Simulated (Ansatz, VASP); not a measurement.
## Co in VASP and in Ansatz

```xyz
1
Lattice="0.0000 1.7584 1.7584 1.7584 0.0000 1.7584 1.7584 1.7584 0.0000" Properties=species:S:1:pos:R:3 pbc="T T T"
Co    0.0000    0.0000    0.0000
```

Alike in both runs: task single point; functional PBE; k mesh 20 × 20 × 20; occupations gaussian, width 0.05 eV; non-collinear spin, spin-orbit coupling.

```csv
,VASP,Ansatz
version,VASP 6.6.1,Ansatz 0.2.0
potentials or method,"VASP PAW PBE potentials, release 64 (Co), cutoff 520 eV","plane waves, PAW"
valence electrons in the cell,9,17
```

Ansatz gave:

| Property | Result |
| --- | --- |
| pressure (GPa) | 0.6 |
| net moment per atom (μB) | 1.64 |

Task: Which values does VASP return?

Result: Pressure (GPa): -0.2; net moment per atom (μB): 1.63.

VASP's potentials hold 9 valence electrons a cell and Ansatz's 17, so a difference there can come from the potentials and not from the codes. Ansatz's warnings: stress scf threshold loose.
